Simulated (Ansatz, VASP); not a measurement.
**Ta2AlC2N in VASP and in Ansatz**

```
Ta Al C N
1.0
    -2.24941    2.24941    3.59102
     2.24941   -2.24941    3.59102
     2.24941    2.24941   -3.59102
Ta Al C N
2 1 2 1
Direct
  0.75000 0.25000 0.50000
  0.25000 0.75000 0.50000
  0.00000 0.00000 0.00000
  0.31976 0.31976 0.00000
  0.68024 0.68024 0.00000
  0.50000 0.50000 0.00000
```

Change from the starting cell: species swapped into the LuNi2B2C type (I4/mmm, No. 139).

Alike in both runs: functional PBE; k mesh 6 × 6 × 6; occupations gaussian, width 0.1 eV; no spin polarisation.

Ansatz relaxed the structure, and its values are those at the end. VASP's run is a single point on that final structure, the one shown.

|  | VASP | Ansatz |
| --- | --- | --- |
| version | VASP 6.6.1 | Ansatz 0.2.0 |
| potentials or method | VASP PAW PBE potentials, release 64 (Ta_pv, Al, C, N), cutoff 520 eV | scalar-relativistic, plane waves, PAW |
| valence electrons in the cell | 38 | 42 |

Ansatz gave:

```
gap on the k mesh at the Fermi level (eV) : none
pressure (GPa)                            : 0.2
rms of the force components (eV/Å)        : 0.001
```

**Question.** What did VASP give for the same quantities?

**Answer.** gap on the k mesh at the Fermi level (eV): none; pressure (GPa): 0.4; rms of the force components (eV/Å): 0.008.

A gap of «none» marks a metal or a gap that the smearing closes. VASP's potentials hold 38 valence electrons a cell and Ansatz's 42, so a difference there can come from the potentials and not from the codes.

Neither program's run includes spin-orbit coupling.
